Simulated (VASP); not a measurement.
Here is a VASP 6.6.1 calculation.

Contents of INCAR:

```
ALGO     = Normal         # electronic algorithm
EDIFF    = 1E-6           # SCF threshold, eV
ENCUT    = 520            # plane-wave cutoff, eV
GGA      = PE             # functional
ISIF     = 2              # what is computed and relaxed
ISMEAR   = 0              # smearing method
LASPH    = True           # aspherical terms in the spheres
LCHARG   = True           # write CHGCAR
LELF     = True           # ELF
LREAL    = Auto         
LVHAR    = True         
LWAVE    = False          # write WAVECAR
NBANDS   = 52             # bands
NELM     = 100            # most SCF steps
PREC     = Accurate       # precision mode
SIGMA    = 0.02           # smearing width, eV
```

The input KPOINTS:

```
k-points
0
Gamma
  2 2 2
```

The input POSCAR:

```
TiSi16
1.0
    0.0000000000      5.4300000000      5.4300000000
    5.4300000000      0.0000000000      5.4300000000
    5.4300000000      5.4300000000      0.0000000000
Si Ti
16 1
Direct
    0.0162801105     -0.0471517495      0.0153843462
    0.1172307551      0.1116604052      0.1165086556
   -0.0239456722      0.0088174954      0.5077003683
    0.1170079190      0.1122581952      0.6546040516
   -0.0012600368      0.4881346225     -0.0021014733
    0.1387409761      0.5859930939      0.1377693370
   -0.0014129834      0.4886037753      0.5153253223
    0.1152720994      0.6360074586      0.6245691529
    0.5085734807      0.0089714549     -0.0248883978
    0.6555476980      0.1124222836      0.1160819521
    0.5084387661      0.0093908840      0.5074783610
    0.6097915285      0.1729430939      0.6088812155
    0.5162077348      0.4887047882     -0.0023261510
    0.6253982505      0.6361395028      0.1143945672
    0.4855547882      0.5455582873      0.4846914365
    0.6252714549      0.6365169429      0.6243569061
    0.2723378453      0.1849700737      0.2713864641
```

Potentials or basis: VASP PAW PBE potentials, release 64 (Si, Ti_sv).

Launch:

```sh
$ cat potpaw_PBE.64/Si/POTCAR potpaw_PBE.64/Ti_sv/POTCAR > POTCAR
$ mpirun -np 1 vasp_std > vasp.out
```

Q: What does it give for the largest force?

A: 1.917 eV/Å.

Q: Estimate the band gap on the k mesh.

A: Zero (bands 38 and 39 overlap by 0.30 eV).

Stress tensor (GPa, compression positive):
```
 3.89  0.30 -0.30
 0.30  3.91  0.29
-0.30  0.29  3.88
```

Caveat: the k points lie up to 0.50 Å⁻¹ apart.
